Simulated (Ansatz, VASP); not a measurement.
## One calculation of HgTe, two programs

POSCAR

```
HgTe
1.0
   -0.0869992682      3.2891972858      3.2891972858
    3.2891972858     -0.0869992682      3.2891972858
    3.2021980175      3.2021980175      0.0000000000
Hg Te
1 1
Direct
   -0.0055831670     -0.0055831670      0.0055831670
    0.2555831670      0.2555831670      0.2444168330
```

The input INCAR.step1:

```
SYSTEM = HgTe
PREC = Accurate
ENCUT = 520
ISMEAR = -1
SIGMA = 0.02
LREAL = .FALSE.
LASPH = .TRUE.
NELM = 80
NBANDS = 16
GGA = PE
ALGO = Normal
EDIFF = 1E-4
LWAVE = .TRUE.
LCHARG = .FALSE.
```

File INCAR.step2:

```
SYSTEM = HgTe
PREC = Accurate
ENCUT = 520
EDIFF = 1E-7
ISMEAR = -1
SIGMA = 0.02
LREAL = .FALSE.
LASPH = .TRUE.
NELM = 80
ALGO = Normal
ISIF = 2
LWAVE = .FALSE.
LCHARG = .FALSE.
METAGGA = R2SCAN
LMIXTAU = .TRUE.
NBANDS = 16
ISTART = 1
```

KPOINTS

```
regular mesh
0
G
  6 6 6
  0 0 0
```

Input for Ansatz:

```yaml
crystal:
  lattice:
    - [-0.0869992682, 3.2891972858, 3.2891972858]
    - [3.2891972858, -0.0869992682, 3.2891972858]
    - [3.2021980175, 3.2021980175, 0.0]
  atoms:
    - { symbol: Hg, position: [-0.005583167, -0.005583167, 0.005583167] }
    - { symbol: Te, position: [0.255583167, 0.255583167, 0.244416833] }
kpoints:
  mp_grid: { grid: [6, 6, 6] }
  band_path:
    path:
      - [0.0, 0.0, 0.0]
      - [-0.5, -0.5, 0.0]
      - [-0.375, -0.375, 0.25]
      - [-0.375, 0.0, 0.375]
      - [0.0, 0.0, 0.5]
      - [-0.5, -0.25, 0.25]
      - [-0.026042, 0.025879, 0.0]
      - [-0.036458, -0.010742, 0.0]
    npoints: 1
hamiltonian:
  xc: r2scan
scf:
  occupations: { method: fermi_dirac, width: 0.02 }
  n_extra_bands: 4
output:
  forces: true
  stress: true
  eigenvalues: true
```

Change from the starting cell: shear_xy strain -5.3%.

Alike in both runs: task single point; functional r2SCAN; k mesh 6 × 6 × 6; occupations fermi-dirac, width 0.02 eV; no spin polarisation.

|  | VASP | Ansatz |
| --- | --- | --- |
| version | VASP 6.6.1 | Ansatz 0.2.0 |
| potentials or method | VASP PAW PBE potentials, release 64 (Hg, Te) | plane waves, PAW |
| plane-wave cutoff (eV) | 520 | 500 |
| valence electrons in the cell | 18 | 36 |

Ansatz gave:

| Property | Result |
| --- | --- |
| pressure (GPa) | -0.1 |
| traceless stress, the component that is largest in VASP (GPa) | 1.05 |

**Question.** What did VASP give for the same quantities?

**Answer.** Pressure (GPa): 0.0; traceless stress, the component that is largest in VASP (GPa): 1.06.

VASP's potentials were made for PBE, not for r2SCAN. VASP's potentials hold 18 valence electrons a cell and Ansatz's 36, so a difference there can come from the potentials and not from the codes.

Spin-orbit coupling is off throughout.
